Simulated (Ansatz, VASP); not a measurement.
WSe: VASP beside Ansatz

```
CELL_PARAMETERS angstrom
0.00000 2.81445 2.81445
2.81445 0.00000 2.81445
2.81445 2.81445 0.00000
ATOMIC_POSITIONS crystal
W 0.00000 0.00000 0.00000
Se 0.50000 0.50000 0.50000
```

Alike in both runs: task single point; functional r2SCAN; k mesh 12 × 12 × 12; occupations gaussian, width 0.1 eV; no spin polarisation; Hubbard terms W d U = 6.2 eV.

```csv
,VASP,Ansatz
version,VASP 6.6.1,Ansatz 0.2.0
potentials or method,"VASP PAW PBE potentials, release 64 (W_sv, Se), cutoff 520 eV","scalar-relativistic, plane waves, PAW"
valence electrons in the cell,20,30
```

|  | VASP | Ansatz | Ansatz less VASP |
| --- | --- | --- | --- |
| gap on the k mesh at the Fermi level (eV) | none | none | - |
| pressure (GPa) | -13.4 | -12.7 | +0.69 |

VASP's potentials were made for PBE, not for r2SCAN. The programs project onto different local orbitals, so the same U acts differently, and such runs can settle in different states. A gap of «none» marks a metal or a gap that the smearing closes. VASP's potentials hold 20 valence electrons a cell and Ansatz's 30, so a difference there can come from the potentials and not from the codes. Ansatz's warnings: filled band counts differ across k points.

Neither program's run includes spin-orbit coupling.
